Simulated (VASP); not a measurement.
# H6Pb (Im-3m) in VASP: further runs

The runs below take H6Pb through single point, relaxation of cell and atoms, with PBE.

Program: VASP 6.6.1. These are calculated values, not measurements. Logs are shortened: lines on timing, memory, paths and dates and some standing lists are left out, and cuts for length are marked.

### Step 1. The cell of the first run

It takes space group Im-3m (No. 229, cubic). The conventional cell has a = 4.614 Å, b = 4.614 Å, c = 4.614 Å, α = 90.00°, β = 90.00°, γ = 90.00°. H (site symmetry -4m2) has 4 H at 1.63 Å within 2.2 Å. Within 3.4 Å of Pb (site symmetry m-3m) lie 24 H at 2.58 Å.

The cell was built from a structure type or drawn by symmetry, and may not be a known phase.

### Step 2. Single point, PBE

Input file INCAR:

```
SYSTEM = H6Pb
ALGO = Normal ; EDIFF = 1E-6
ENCUT = 520 ; GGA = PE
ISIF = 2 ; ISMEAR = 0
LASPH = .TRUE. ; LCHARG = .TRUE.
LELF = .TRUE. ; LREAL = .FALSE.
LVHAR = .TRUE. ; LWAVE = .FALSE.
NBANDS = 19 ; NELM = 80
PREC = Accurate ; SIGMA = 0.1
```

Input file KPOINTS:

```
k-points
0
G
  12 12 12
  0 0 0
```

Input file POSCAR:

```
H6Pb
1.0
   -2.3069693368      2.3069693368      2.3069693368
    2.3069693368     -2.3069693368      2.3069693368
    2.3069693368      2.3069693368     -2.3069693368
H Pb
6 1
Direct
    0.5000000000      0.7500000000      0.2500000000
    0.5000000000      0.2500000000      0.7500000000
    0.2500000000      0.5000000000      0.7500000000
    0.7500000000      0.5000000000      0.2500000000
    0.7500000000      0.2500000000      0.5000000000
    0.2500000000      0.7500000000      0.5000000000
    0.0000000000      0.0000000000      0.0000000000
```

Potentials or basis: VASP PAW PBE potentials, release 64 (H, Pb_d).

The run is started by

```sh
$ cat potpaw_PBE.64/H/POTCAR potpaw_PBE.64/Pb_d/POTCAR > POTCAR
$ mpirun -np 1 vasp_std > vasp.out
```

OUTCAR:

```text
SYSTEM = H6Pb
   EDIFF = 1E-6
   ENCUT = 520
   GGA = PE
   ISIF = 2
   ISMEAR = 0
   LASPH = .TRUE.
   LREAL = .FALSE.
   NELM = 80
   PREC = Accurate

 ion  position               nearest neighbor table
   1  0.500  0.750  0.250-
   2  0.500  0.250  0.750-
   3  0.250  0.500  0.750-
   4  0.750  0.500  0.250-
   5  0.750  0.250  0.500-
   6  0.250  0.750  0.500-
   7  0.000  0.000  0.000-

  LATTYP: Found a body centered cubic cell.
 ALAT       =     4.6139386736

  Lattice vectors:

 A1 = (  -2.3069693368,   2.3069693368,   2.3069693368)
 A2 = (   2.3069693368,  -2.3069693368,   2.3069693368)
 A3 = (   2.3069693368,   2.3069693368,  -2.3069693368)

Analysis of symmetry for initial positions (statically):
=====================================================================
 Subroutine PRICEL returns:
 Original cell was already a primitive cell.

 Routine SETGRP: Setting up the symmetry group for a
 body centered cubic supercell.

 Subroutine GETGRP returns: Found 48 space group operations
 (whereof 48 operations were pure point group operations)
 out of a pool of 48 trial point group operations.

The static configuration has the point symmetry O_h .

Analysis of symmetry for dynamics (positions and initial velocities):
=====================================================================
 Subroutine PRICEL returns:
 Original cell was already a primitive cell.

 Routine SETGRP: Setting up the symmetry group for a
 body centered cubic supercell.

 Subroutine GETGRP returns: Found 48 space group operations
 (whereof 48 operations were pure point group operations)
 out of a pool of 48 trial point group operations.

The dynamic configuration has the point symmetry O_h .

 Subroutine INISYM returns: Found 48 space group operations
 (whereof 48 operations are pure point group operations),
 and found     1 'primitive' translations

----------------------------------------------------------------------------------------

                                     Primitive cell

  volume of cell :      49.1118

  direct lattice vectors                    reciprocal lattice vectors
    -2.306969337  2.306969337  2.306969337     0.000000000  0.216734567  0.216734567
     2.306969337 -2.306969337  2.306969337     0.216734567  0.000000000  0.216734567
     2.306969337  2.306969337 -2.306969337     0.216734567  0.216734567  0.000000000

  length of vectors
     3.995788103  3.995788103  3.995788103     0.306508964  0.306508964  0.306508964

  position of ions in fractional coordinates (direct lattice)
     0.500000000  0.750000000  0.250000000
     0.500000000  0.250000000  0.750000000
     0.250000000  0.500000000  0.750000000
     0.750000000  0.500000000  0.250000000
     0.750000000  0.250000000  0.500000000
     0.250000000  0.750000000  0.500000000
     0.000000000  0.000000000  0.000000000

  ion indices of the primitive-cell ions
   primitive index   ion index
                 1           1
                 2           2
                 3           3
                 4           4
                 5           5
                 6           6
                 7           7

----------------------------------------------------------------------------------------

 KPOINTS: k-points

Automatic generation of k-mesh.
 Grid dimensions read from file:
 generate k-points for:   12   12   12

 Generating k-lattice:

  Cartesian coordinates                     Fractional coordinates (reciprocal lattice)
     0.000000000  0.018061214  0.018061214     0.083333333  0.000000000  0.000000000
     0.018061214  0.000000000  0.018061214     0.000000000  0.083333333  0.000000000
     0.018061214  0.018061214  0.000000000     0.000000000  0.000000000  0.083333333

  Length of vectors
     0.025542414  0.025542414  0.025542414

  Shift w.r.t. Gamma in fractional coordinates (k-lattice)
     0.000000000  0.000000000  0.000000000

 Subroutine IBZKPT returns following result:
 ===========================================

 Found     72 irreducible k-points:

 Following reciprocal coordinates:
            Coordinates               Weight
  0.000000  0.000000  0.000000      1.000000
  0.083333  0.000000  0.000000     12.000000
  0.166667  0.000000  0.000000     12.000000
  0.250000  0.000000  0.000000     12.000000
  0.333333  0.000000  0.000000     12.000000
  0.416667  0.000000  0.000000     12.000000
[... 16 lines left out ...]
  0.333333  0.083333  0.083333     24.000000
  0.416667  0.083333  0.083333     12.000000
 [... further k-points ...]
   k-points           NKPTS =     72   k-points in BZ     NKDIM =     72   number of bands    NBANDS=     19
   number of dos      NEDOS =    301   number of ions     NIONS =      7
   total plane-waves  NPLWV =  27000
   dimension x,y,z NGX =    30 NGY =   30 NGZ =   30
   dimension x,y,z NGXF=    60 NGYF=   60 NGZF=   60
   ions per type =               6   1
   NGX,Y,Z   is equivalent  to a cutoff of  12.48, 12.48, 12.48 a.u.
   NGXF,Y,Z  is equivalent  to a cutoff of  24.96, 24.96, 24.96 a.u.
 SYSTEM =  H6Pb
   PREC   = accura    normal or accurate (medium, high low for compatibility)
   ISTART =      0    job   : 0-new  1-cont  2-samecut
   ICHARG =      2    charge: 1-file 2-atom 10-const
   ISPIN  =      1    spin polarized calculation?
   LNONCOLLINEAR =      F non collinear calculations
   LSORBIT =      F    spin-orbit coupling
   LASPH  =      T    aspherical Exc in radial PAW
   ENCUT  =  520.0 eV  38.22 Ry    6.18 a.u.   7.43  7.43  7.43*2*pi/ulx,y,z
   NELM   =     80;   NELMIN=  2; NELMDL= -5     # of ELM steps
   EDIFF  = 0.1E-05   stopping-criterion for ELM
   LREAL  =      F    real-space projection
   EDIFFG = 0.1E-04   stopping-criterion for IOM
   NSW    =      0    number of steps for IOM
   IBRION =     -1    ionic relax: 0-MD 1-quasi-New 2-CG
   NFREE  =      0    steps in history (QN), initial steepest desc. (CG)
   ISIF   =      2    stress and relaxation
   ISYM   =      2    0-nonsym 1-usesym 2-fastsym
   POTIM  = 0.5000    time-step for ionic-motion
   TEBEG  =    0.0;   TEEND  =   0.0 temperature during run
   PSTRESS=    0.0 pullay stress
   NELECT =      20.0000    total number of electrons
   NUPDOWN=      -1.0000    fix difference up-down
   EMIN   =  10.00;   EMAX   =-10.00  energy-range for DOS
   EFERMI =   0.00;   METHOD = LEGACY
   ISMEAR =     0;   SIGMA  =   0.10  broadening in eV -4-tet -1-fermi 0-gaus
   EFERMI_NEDOS =   21; number of points for ismear=-14 and -15
   IALGO  =     38    algorithm
   IMIX   =      4    mixing-type and parameters
     AMIX     =   0.40;   BMIX     =  1.00
     AMIX_MAG =   1.60;   BMIX_MAG =  1.00
  volume/ion in A,a.u.               =       7.02        47.35
  Fermi-wavevector in a.u.,A,eV,Ry     =   1.213453  2.293094 20.034151  1.472469
  Thomas-Fermi vector in A             =   2.348905
   LORBIT       =      0    0 simple, 1 ext, 2 COOP (PROOUT), +10 PAW based schemes
   GGA     = PE    functional components
   LHFCALC =     F    Hartree Fock is set to
   AEXX    =    0.0000 exact exchange contribution
   IVDW    =     0    specifies the selected vdW correction
   LEPSILON=     F    determine dielectric tensor
   LRPA    =     F    only Hartree local field effects (RPA)
 non-spin polarized calculation
 Gauss-broadening in eV      SIGMA  =   0.10
  energy-cutoff  :      520.00
  volume of cell :       49.11
 maximum number of plane-waves:      1345
 NGX is ok and might be reduce to    30
   NGX = 15   NGY = 15   NGZ = 15

 number of electron      20.0000004 magnetization

 Free energy of the ion-electron system (eV)
  ---------------------------------------------------
  ext. energy  EPLUGINS =         0.00000000
  ---------------------------------------------------
  free energy    TOTEN  =       -17.70336151 eV

  energy without entropy =      -17.70101709  energy(sigma->0) =      -17.70218930

 E-fermi :   5.1369     XC(G=0): -10.4987

 val. band max:        4.9708219146   @ k =   0.3333   0.0833   0.0833
 cond. band min:       5.1463713547   @ k =   0.2500   0.2500   0.0000
 fundamental gap:      0.1755494401
 Fermi energy:         5.1369229259

 k-point     1 :       0.0000    0.0000    0.0000
  band No.  band energies     occupation
      1     -12.0030      2.00000
      2     -12.0030      2.00000
      3     -12.0030      2.00000
      4     -11.9537      2.00000
      5     -11.9537      2.00000
      6      -7.8153      2.00000
[... 11 lines left out ...]
     18      12.4878      0.00000
     19      20.9034      0.00000

 k-point     2 :       0.0833    0.0000    0.0000
  band No.  band energies     occupation
      1     -12.0054      2.00000
      2     -12.0020      2.00000
      3     -11.9963      2.00000
      4     -11.9562      2.00000
      5     -11.9538      2.00000
      6      -7.7139      2.00000
[... 11 lines left out ...]
     18      13.0998      0.00000
     19      19.8169      0.00000

 k-point     3 :       0.1667    0.0000    0.0000
  band No.  band energies     occupation
      1     -12.0120      2.00000
      2     -12.0019      2.00000
      3     -11.9776      2.00000
      4     -11.9607      2.00000
      5     -11.9537      2.00000
      6      -7.4087      2.00000
[... 11 lines left out ...]
     18      14.6643      0.00000
     19      18.4037      0.00000

 k-point     4 :       0.2500    0.0000    0.0000
  band No.  band energies     occupation
      1     -12.0209      2.00000
      2     -12.0093      2.00000
      3     -11.9604      2.00000
      4     -11.9535      2.00000
      5     -11.9519      2.00000
      6      -6.8983      2.00000
[... 407 lines left out ...]
     18      17.7714      0.00000
     19      18.1683      0.00000

 k-point    23 :       0.3333    0.0833    0.0833
  band No.  band energies     occupation
      1     -12.0326      2.00000
      2     -12.0250      2.00000
      3     -11.9526      2.00000
      4     -11.9507      2.00000
      5     -11.9186      2.00000
      6      -5.0805      2.00000
[... 11 lines left out ...]
     18      18.5261      0.00000
     19      19.1434      0.00000

 k-point    24 :       0.4167    0.0833    0.0833
  band No.  band energies     occupation
      1     -12.0343      2.00000
      2     -12.0278      2.00000
      3     -11.9524      2.00000
      4     -11.9483      2.00000
      5     -11.9146      2.00000
      6      -4.2423      2.00000
[... 11 lines left out ...]
     18      18.1523      0.00000
     19      18.6085      0.00000

 [... further k-points ...]

------------------------ aborting loop because EDIFF is reached ----------------------------------------

  FORCE on cell =-STRESS in cart. coord.  units (eV):
  Direction    XX          YY          ZZ          XY          YZ          ZX
  --------------------------------------------------------------------------------------
  -------------------------------------------------------------------------------------
  Total       -0.0733186     -0.0733186     -0.0733186      0.0000000      0.0000000      0.0000000
  in kB       -2.3918811     -2.3918811     -2.3918811      0.0000000      0.0000000      0.0000000
  external PRESSURE =      -2.3918811 kB  Pullay stress =       0.0000000 kB

 VOLUME and BASIS-vectors are now :
 -----------------------------------------------------------------------------
  energy-cutoff  :      520.00
  volume of cell :       49.11
      direct lattice vectors                 reciprocal lattice vectors
    -2.306969337  2.306969337  2.306969337     0.000000000  0.216734567  0.216734567
     2.306969337 -2.306969337  2.306969337     0.216734567  0.000000000  0.216734567
     2.306969337  2.306969337 -2.306969337     0.216734567  0.216734567  0.000000000

 POSITION                                       TOTAL-FORCE (eV/Angst)
 -----------------------------------------------------------------------------------
      1.15348      0.00000      2.30697         0.000000      0.000000     -0.000000
      1.15348      2.30697      0.00000         0.000000     -0.000000      0.000000
      2.30697      1.15348      0.00000        -0.000000      0.000000      0.000000
      0.00000      1.15348      2.30697         0.000000      0.000000     -0.000000
      0.00000      2.30697      1.15348         0.000000     -0.000000     -0.000000
      2.30697      0.00000      1.15348        -0.000000      0.000000     -0.000000
      0.00000      0.00000      0.00000         0.000000      0.000000     -0.000000
 -----------------------------------------------------------------------------------
    total drift:                                0.000000      0.000000      0.000000

  FREE ENERGIE OF THE ION-ELECTRON SYSTEM (eV)
  ---------------------------------------------------
  free  energy   TOTEN  =       -17.7033615086 eV

  energy  without entropy=      -17.7010170874  energy(sigma->0) =      -17.70218930
```

Run time: 73 s. Hardware: 1 thread of Intel Xeon 8259CL, shared host; peak memory 0.21 GiB.

What came out:

```
Free energy            : -17.7034 eV
Pressure               : -0.2 GPa
Band gap on the k mesh : zero (bands 10 and 11 overlap by 7.78 eV)
```

Caveat: spin-orbit coupling is left out, which moves the levels of the heavy elements.

(Continued in part 2 of 2.)
